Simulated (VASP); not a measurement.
Here is a VASP 6.6.1 calculation.

Contents of INCAR:

```
SYSTEM = HfSiO4
PREC     = Accurate       ! precision mode
ENCUT    = 520            ! plane-wave cutoff, eV
EDIFF    = 1E-7           ! SCF threshold, eV
ISMEAR   = -1             ! smearing method
SIGMA    = 0.02           ! smearing width, eV
LREAL    = .FALSE.        ! projectors in reciprocal space
LASPH    = .TRUE.         ! aspherical terms in the spheres
NELM     = 60             ! most SCF steps
ALGO     = Normal         ! electronic algorithm
ISIF     = 2              ! what is computed and relaxed
LWAVE    = .FALSE.        ! write WAVECAR
LCHARG   = .FALSE.        ! write CHGCAR
GGA      = PE             ! functional
NBANDS   = 50             ! bands
```

The input KPOINTS:

```
regular mesh
0
G
  6 6 6
  0 0 0
```

File POSCAR:

```
HfSiO4
1.0
   -3.3227451994      3.3227451994      3.0072237612
    3.3227451994     -3.3227451994      3.0072237612
    3.3227451994      3.3227451994     -3.0072237612
Hf Si O
2 2 8
Direct
    0.7500000000      0.2500000000      0.5000000000
    0.0000000000      0.0000000000      0.0000000000
    0.2500000000      0.7500000000      0.5000000000
    0.5000000000      0.5000000000      0.0000000000
    0.1347369475      0.3189317713      0.8158051762
    0.0689317713      0.7531265951      0.6841948238
    0.5031265951      0.3189317713      0.1841948238
    0.0689317713      0.3847369475      0.3158051762
    0.6152630525      0.9310682287      0.6841948238
    0.6810682287      0.8652630525      0.1841948238
    0.2468734049      0.9310682287      0.3158051762
    0.6810682287      0.4968734049      0.8158051762
```

Potentials or basis: VASP PAW PBE potentials, release 64 (Hf_pv, Si, O).

The run is started by

```console
$ cat potpaw_PBE.64/Hf_pv/POTCAR potpaw_PBE.64/Si/POTCAR potpaw_PBE.64/O/POTCAR > POTCAR
$ mpirun -np 1 vasp_std > vasp.out
```

Question: What does it give for the band gap on the k mesh?

Answer: 5.27 eV (least direct gap 5.60 eV).

Question: What does it give for the largest force?

Answer: 0.185 eV/Å.

Question: Predict the pressure.

Answer: -1.6 GPa.

Forces in eV/Å, atoms in the order of the input:
```
Hf   0.000  0.000  0.000
Hf   0.000  0.000  0.000
Si   0.000  0.000  0.000
Si   0.000  0.000  0.000
O    0.000 -0.127 -0.134
O    0.127  0.000 -0.134
O    0.000  0.127 -0.134
O   -0.127  0.000 -0.134
O    0.000  0.127  0.134
O    0.127  0.000  0.134
O    0.000 -0.127  0.134
O   -0.127  0.000  0.134
```

Caveat: spin-orbit coupling is left out, which moves the levels of the heavy elements. Expect the measured gap to be larger: semilocal functionals such as PBE lack the derivative discontinuity.
